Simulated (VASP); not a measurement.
Here is a VASP 6.6.1 calculation.

The input INCAR:

```
SYSTEM = Si
ALGO = Normal
EDIFF = 1E-6
ENCUT = 520
GGA = CA
ISIF = 2
ISMEAR = 0
KPAR = 4
LASPH = .True.
LCHARG = .False.
LREAL = Auto
LWAVE = .False.
NBANDS = 46
NELM = 60
PREC = Accurate
SIGMA = 0.03
```

The input KPOINTS:

```
k-points
0
Gamma
  6 6 6
  0 0 0
```

POSCAR

```
Si
1.0
   -6.6038701053     -0.0002831713     -3.8152140916
    6.6038586318      0.0001818767     -3.8151942436
   -0.0002267873     -6.6037658096      3.8151165530
Si
16
Direct
    0.5711786479      0.2466688225      0.3178886476
    0.3212161497      0.5032817052      0.8244889248
    0.0711681673      0.7466470948      0.3178807716
    0.8212483079      1.0033632559      0.8245920635
    0.1787630817      0.9967062412      0.1755128667
    0.9287935241      0.2533174156      0.6821182717
    0.6787431509      0.4966217275      0.1754114479
    0.4288244163      0.7533305368      0.6821081557
    0.4966719689      0.3211585276      0.8178378708
    0.2533568540      0.5712696650      0.3245314616
   -0.0032985499      0.8212479068      0.8179317812
    0.7532866620      0.0712035432      0.3245446225
    0.5033220002      0.6787733682      0.1820592106
    0.2466678384      0.9287443419      0.6754594772
    0.0033359205      0.1788504890      0.1821683346
    0.7467218605      0.4288153589      0.6754660922
```

Potentials or basis: VASP PAW LDA potentials, release 64 (Si).

Command:

```bash
$ cat potpaw_LDA.64/Si/POTCAR > POTCAR
$ mpirun -np 4 vasp_std > vasp.out
```

Question: Estimate the band gap on the k mesh.

Answer: 0.11 eV.

Question: Predict the largest force.

Answer: 0.004 eV/Å.

Question: Estimate the pressure.

Answer: 0.0 GPa.

Forces on the atoms (eV/Å):
```
Si  -0.001  0.003  0.000
Si   0.004  0.000  0.000
Si  -0.001  0.003  0.000
Si   0.004 -0.001  0.000
Si  -0.004  0.001  0.000
Si   0.001 -0.004  0.000
Si  -0.004  0.000  0.000
Si   0.001 -0.004  0.000
Si   0.002  0.003  0.000
Si  -0.004 -0.001  0.000
Si   0.001  0.003  0.000
Si  -0.004 -0.001 -0.001
Si  -0.001 -0.003  0.000
Si   0.004  0.001  0.000
Si  -0.001 -0.003  0.000
Si   0.004  0.001  0.000
```

Caveat: semilocal functionals underestimate gaps, and a narrow one can read as zero. A k mesh can miss the band edges.
